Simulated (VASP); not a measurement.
# InAs (I-4m2) in VASP: single point with HSE06

Aim: the single point of InAs with HSE06.

All numbers are computed with VASP 6.6.1; they aren't measurements. Logs are shortened: lines on timing, memory, paths and dates and some standing lists are left out, and cuts for length are marked.

### 1 The cell of the first run

The structure is tetragonal, space group I-4m2 (No. 119). Conventional cell: a = 4.360 Å, b = 4.360 Å, c = 5.996 Å, α = 90.00°, β = 90.00°, γ = 90.00°. In (site symmetry -4m2) has 4 As at 2.65 Å within 3.5 Å. Within 3.5 Å of As (site symmetry -4m2) lie 4 In at 2.65 Å.

### 2 Single point, HSE06

File POSCAR:

```
InAs
1.0
    0.0000000000      3.0832558546      2.9980979488
    3.0832558546      0.0000000000      2.9980979488
    3.0832558546      3.0832558546      0.0000000000
In As
1 1
Direct
    0.0000000000      0.0000000000      0.0000000000
    0.2500000000      0.2500000000      0.2500000000
```

File INCAR.step1:

```
PREC = Accurate
ENCUT = 400
EDIFF = 1E-5
ISMEAR = 0
SIGMA = 0.01
LREAL = False
LASPH = True
NELM = 120
ALGO = Normal
ISIF = 2
LWAVE = True
LCHARG = False
NBANDS = 16
GGA = PE
GGA_COMPAT = False
```

File INCAR.step2:

```
PREC = Accurate
ENCUT = 400
EDIFF = 1E-6
ISMEAR = 0
SIGMA = 0.01
LREAL = False
LASPH = True
NELM = 120
ALGO = Normal
ISIF = 2
LWAVE = False
LCHARG = False
GGA = PE
LHFCALC = True
HFSCREEN = 0.2079
PRECFOCK = Normal
NBANDS = 16
ISTART = 1
GGA_COMPAT = False
```

File KPOINTS:

```
regular mesh
0
Gamma
  6 6 6
```

Potentials or basis: VASP PAW PBE potentials, release 64 (In_d, As).

The run is started by

```bash
cat potpaw_PBE.64/In_d/POTCAR potpaw_PBE.64/As/POTCAR > POTCAR
cp INCAR.step1 INCAR
mpirun -np 1 vasp_std > vasp.out
cp INCAR.step2 INCAR
mpirun -np 1 vasp_std > vasp.out
```

OUTCAR:

```text
PREC = Accurate
   ENCUT = 400
   EDIFF = 1E-6
   ISMEAR = 0
   LREAL = False
   LASPH = True
   NELM = 120
   ISIF = 2
   GGA = PE
   LHFCALC = True
   HFSCREEN = 0.2079
   PRECFOCK = Normal
   ISTART = 1

 ion  position               nearest neighbor table
   1  0.000  0.000  0.000-   2 2.65   2 2.65   2 2.65   2 2.65
   2  0.250  0.250  0.250-   1 2.65   1 2.65   1 2.65   1 2.65

  LATTYP: Found a body centered tetragonal cell.
 ALAT       =     4.3603822458
 C/A-ratio  =     1.3751537272

  Lattice vectors:

 A1 = (   0.0000000000,  -3.0832558546,  -2.9980979488)
 A2 = (   0.0000000000,   3.0832558546,  -2.9980979488)
 A3 = (   3.0832558546,   0.0000000000,   2.9980979488)

Analysis of symmetry for initial positions (statically):
=====================================================================
 Subroutine PRICEL returns:
 Original cell was already a primitive cell.

 Routine SETGRP: Setting up the symmetry group for a
 body centered tetragonal supercell.

 Subroutine GETGRP returns: Found  8 space group operations
 (whereof  8 operations were pure point group operations)
 out of a pool of 16 trial point group operations.

The static configuration has the point symmetry D_2d.

Analysis of symmetry for dynamics (positions and initial velocities):
=====================================================================
 Subroutine PRICEL returns:
 Original cell was already a primitive cell.

 Routine SETGRP: Setting up the symmetry group for a
 body centered tetragonal supercell.

 Subroutine GETGRP returns: Found  8 space group operations
 (whereof  8 operations were pure point group operations)
 out of a pool of 16 trial point group operations.

The dynamic configuration has the point symmetry D_2d.

 Subroutine INISYM returns: Found  8 space group operations
 (whereof  8 operations are pure point group operations),
 and found     1 'primitive' translations

----------------------------------------------------------------------------------------

                                     Primitive cell

  volume of cell :      57.0026

  direct lattice vectors                    reciprocal lattice vectors
     0.000000000  3.083255855  2.998097949    -0.162166237  0.162166237  0.166772403
     3.083255855  0.000000000  2.998097949     0.162166237 -0.162166237  0.166772403
     3.083255855  3.083255855  0.000000000     0.162166237  0.162166237 -0.166772403

  length of vectors
     4.300588096  4.300588096  4.360382246     0.283564475  0.283564475  0.283564475

  position of ions in fractional coordinates (direct lattice)
     0.000000000  0.000000000  0.000000000
     0.250000000  0.250000000  0.250000000

  ion indices of the primitive-cell ions
   primitive index   ion index
                 1           1
                 2           2

----------------------------------------------------------------------------------------

 KPOINTS: regular mesh

Automatic generation of k-mesh.
 Grid dimensions read from file:
 generate k-points for:    6    6    6

 Generating k-lattice:

  Cartesian coordinates                     Fractional coordinates (reciprocal lattice)
    -0.027027706  0.027027706  0.027795401     0.166666667  0.000000000  0.000000000
     0.027027706 -0.027027706  0.027795401     0.000000000  0.166666667  0.000000000
     0.027027706  0.027027706 -0.027795401     0.000000000  0.000000000  0.166666667

  Length of vectors
     0.047260746  0.047260746  0.047260746

  Shift w.r.t. Gamma in fractional coordinates (k-lattice)
     0.000000000  0.000000000  0.000000000

 Subroutine IBZKPT returns following result:
 ===========================================

 Found     30 irreducible k-points:

 Following reciprocal coordinates:
            Coordinates               Weight
  0.000000  0.000000  0.000000      1.000000
  0.166667  0.000000  0.000000      8.000000
  0.333333 -0.000000  0.000000      8.000000
  0.500000 -0.000000  0.000000      4.000000
  0.166667  0.166667  0.000000      2.000000
  0.333333  0.166667  0.000000      8.000000
[... 16 lines left out ...]
  0.333333  0.000000  0.333333      4.000000
  0.500000 -0.000000  0.333333     16.000000
 [... further k-points ...]
   k-points           NKPTS =     30   k-points in BZ     NKDIM =    216   number of bands    NBANDS=     16
   number of dos      NEDOS =    301   number of ions     NIONS =      2
   total plane-waves  NPLWV =  21952
   dimension x,y,z NGX =    28 NGY =   28 NGZ =   28
   dimension x,y,z NGXF=    56 NGYF=   56 NGZF=   56
   ions per type =               1   1
   NGX,Y,Z   is equivalent  to a cutoff of  10.82, 10.82, 10.68 a.u.
   NGXF,Y,Z  is equivalent  to a cutoff of  21.65, 21.65, 21.35 a.u.
 SYSTEM =  unknown system
   PREC   = accura    normal or accurate (medium, high low for compatibility)
   ISTART =      1    job   : 0-new  1-cont  2-samecut
   ICHARG =      0    charge: 1-file 2-atom 10-const
   ISPIN  =      1    spin polarized calculation?
   LNONCOLLINEAR =      F non collinear calculations
   LSORBIT =      F    spin-orbit coupling
   LASPH  =      T    aspherical Exc in radial PAW
   ENCUT  =  400.0 eV  29.40 Ry    5.42 a.u.   7.01  7.01  7.11*2*pi/ulx,y,z
   NELM   =    120;   NELMIN=  2; NELMDL=  0     # of ELM steps
   EDIFF  = 0.1E-05   stopping-criterion for ELM
   LREAL  =      F    real-space projection
   EDIFFG = 0.1E-04   stopping-criterion for IOM
   NSW    =      0    number of steps for IOM
   IBRION =     -1    ionic relax: 0-MD 1-quasi-New 2-CG
   NFREE  =      0    steps in history (QN), initial steepest desc. (CG)
   ISIF   =      2    stress and relaxation
   ISYM   =      3    0-nonsym 1-usesym 2-fastsym
   POTIM  = 0.5000    time-step for ionic-motion
   TEBEG  =    0.0;   TEEND  =   0.0 temperature during run
   PSTRESS=    0.0 pullay stress
   NELECT =      18.0000    total number of electrons
   NUPDOWN=      -1.0000    fix difference up-down
   EMIN   =  10.00;   EMAX   =-10.00  energy-range for DOS
   EFERMI =   0.00;   METHOD = LEGACY
   ISMEAR =     0;   SIGMA  =   0.01  broadening in eV -4-tet -1-fermi 0-gaus
   EFERMI_NEDOS =   21; number of points for ismear=-14 and -15
   IALGO  =     38    algorithm
   IMIX   =      1    mixing-type and parameters
     AMIX     =   0.40;   BMIX     =  1.00
     AMIX_MAG =   1.60;   BMIX_MAG =  1.00
  volume/ion in A,a.u.               =      28.50       192.34
  Fermi-wavevector in a.u.,A,eV,Ry     =   1.114810  2.106685 16.909325  1.242800
  Thomas-Fermi vector in A             =   2.251408
   LORBIT       =      0    0 simple, 1 ext, 2 COOP (PROOUT), +10 PAW based schemes
   GGA     = PE    functional components
   LHFCALC =     T    Hartree Fock is set to
   PRECFOCK=normal    Normal, Fast or Accurate (Low or Medium for compatibility)
   ENCUT4O =  -1.0   cutoff for four orbital integrals eV
   NKREDX  =     1    reduce k-point grid by
   NKREDY  =     1    reduce k-point grid by
   NKREDZ  =     1    reduce k-point grid by
   AEXX    =    0.2500 exact exchange contribution
   HFSCREEN=    0.2079 screening length (either q_TF or 0.3 A-1)
   HFSCREENC=   0.2079 screening length for correlation (either q_TF or 0.3 A-1)
   ENCUTFOCK=  -1.0 apply spherical cutoff to Coloumb kernel
   IVDW    =     0    specifies the selected vdW correction
   LEPSILON=     F    determine dielectric tensor
   LRPA    =     F    only Hartree local field effects (RPA)
 non-spin polarized calculation
 Gauss-broadening in eV      SIGMA  =   0.01
  energy-cutoff  :      400.00
  volume of cell :       57.00
 maximum number of plane-waves:      1050
  NGX = 24; NGY = 24; NGZ = 24

 number of electron      18.0000012 magnetization

 Free energy of the ion-electron system (eV)
  ---------------------------------------------------
  ext. energy  EPLUGINS =         0.00000000
  ---------------------------------------------------
  free energy    TOTEN  =        -9.21250715 eV

  energy without entropy =       -9.21250715  energy(sigma->0) =       -9.21250715

 E-fermi :   3.9789     XC(G=0):  -7.4771

 val. band max:        3.8881042486   @ k =   0.0000   0.0000   0.0000
 cond. band min:       4.1488479349   @ k =   0.0000   0.0000   0.0000
 fundamental gap:      0.2607436862
 Fermi energy:         3.9789342706

 k-point     1 :       0.0000    0.0000    0.0000
  band No.  band energies     occupation
      1     -12.2861      2.00000
      2     -12.2861      2.00000
      3     -12.2760      2.00000
      4     -12.1656      2.00000
      5     -12.1589      2.00000
      6      -9.0276      2.00000
[... 8 lines left out ...]
     15      14.0724      0.00000
     16      14.5198      0.00000

 k-point     2 :       0.1667    0.0000    0.0000
  band No.  band energies     occupation
      1     -12.3093      2.00000
      2     -12.2772      2.00000
      3     -12.2704      2.00000
      4     -12.1661      2.00000
      5     -12.1584      2.00000
      6      -8.7371      2.00000
[... 8 lines left out ...]
     15      13.1219      0.00000
     16      13.4355      0.00000

 k-point     3 :       0.3333   -0.0000    0.0000
  band No.  band energies     occupation
      1     -12.3583      2.00000
      2     -12.2623      2.00000
      3     -12.2561      2.00000
      4     -12.1641      2.00000
      5     -12.1543      2.00000
      6      -8.0123      2.00000
[... 8 lines left out ...]
     15      13.7317      0.00000
     16      13.7412      0.00000

 k-point     4 :       0.5000   -0.0000    0.0000
  band No.  band energies     occupation
      1     -12.3816      2.00000
      2     -12.2566      2.00000
      3     -12.2507      2.00000
      4     -12.1612      2.00000
      5     -12.1503      2.00000
      6      -7.5155      2.00000
[... 8 lines left out ...]
     15      15.3732      0.00000
     16      15.6046      0.00000
[... 324 lines left out ...]
 k-point    22 :      -0.3333    0.5000    0.1667
  band No.  band energies     occupation
      1     -12.4212      2.00000
      2     -12.2306      2.00000
      3     -12.2152      2.00000
      4     -12.1876      2.00000
      5     -12.1451      2.00000
      6      -6.8803      2.00000
[... 8 lines left out ...]
     15      16.4020      0.00000
     16      16.5813      0.00000

 k-point    23 :       0.3333    0.0000    0.3333
  band No.  band energies     occupation
      1     -12.4028      2.00000
      2     -12.2290      2.00000
      3     -12.2258      2.00000
      4     -12.1834      2.00000
      5     -12.1495      2.00000
      6      -7.6806      2.00000
[... 8 lines left out ...]
     15      15.5406      0.00000
     16      17.0703      0.00000

 k-point    24 :       0.5000   -0.0000    0.3333
  band No.  band energies     occupation
      1     -12.4189      2.00000
      2     -12.2244      2.00000
      3     -12.2183      2.00000
      4     -12.1827      2.00000
      5     -12.1494      2.00000
      6      -7.1450      2.00000
[... 8 lines left out ...]
     15      15.9310      0.00000
     16      16.6537      0.00000

 [... further k-points ...]

------------------------ aborting loop because EDIFF is reached ----------------------------------------

  FORCE on cell =-STRESS in cart. coord.  units (eV):
  Direction    XX          YY          ZZ          XY          YZ          ZX
  --------------------------------------------------------------------------------------
  -------------------------------------------------------------------------------------
  Total       -0.2292978     -0.2292978      0.1531896      0.0000000      0.0000000      0.0000000
  in kB       -6.4448889     -6.4448889      4.3057120      0.0000000      0.0000000      0.0000000
  external PRESSURE =      -2.8613553 kB  Pullay stress =       0.0000000 kB

 VOLUME and BASIS-vectors are now :
 -----------------------------------------------------------------------------
  energy-cutoff  :      400.00
  volume of cell :       57.00
      direct lattice vectors                 reciprocal lattice vectors
     0.000000000  3.083255855  2.998097949    -0.162166237  0.162166237  0.166772403
     3.083255855  0.000000000  2.998097949     0.162166237 -0.162166237  0.166772403
     3.083255855  3.083255855  0.000000000     0.162166237  0.162166237 -0.166772403

 POSITION                                       TOTAL-FORCE (eV/Angst)
 -----------------------------------------------------------------------------------
      0.00000      0.00000      0.00000         0.000000      0.000000      0.000000
      1.54163      1.54163      1.49905         0.000000      0.000000     -0.000000
 -----------------------------------------------------------------------------------
    total drift:                                0.000003      0.000006      0.000015

  FREE ENERGIE OF THE ION-ELECTRON SYSTEM (eV)
  ---------------------------------------------------
  free  energy   TOTEN  =        -9.2125071487 eV

  energy  without entropy=       -9.2125071487  energy(sigma->0) =       -9.21250715
```

Run time: 1.9 h. Hardware: 1 thread of Intel Xeon 8259CL, shared host; peak memory 0.29 GiB.

Results:

- Free energy: -9.2125 eV
- Pressure: -0.3 GPa
- Band gap on the k mesh: 0.26 eV

Levels at points of the mesh, in eV from the valence-band top:
```csv
k point,band 5,band 6,band 7,band 8,band 9,band 10,band 11,band 12,band 13,band 14
"(0.00, 0.00, 0.00)",-16.05,-12.92,-0.14,-0.14,0.00,0.26,4.53,4.59,4.59,8.24
"(0.50, 0.00, 0.00)",-16.04,-11.40,-6.18,-1.21,-1.02,1.47,5.25,5.45,7.58,9.81
"(0.50, 0.50, 0.00)",-16.03,-10.78,-6.15,-2.61,-2.61,1.99,2.45,10.15,10.16,10.16
"(0.50, 0.00, 0.50)",-16.03,-10.86,-6.32,-2.46,-2.44,2.12,2.71,9.90,10.01,10.27
```

Caveat: the PAW data sets were made with another functional, which shifts forces and pressure a little; spin-orbit coupling is left out, which moves the levels of the heavy elements.
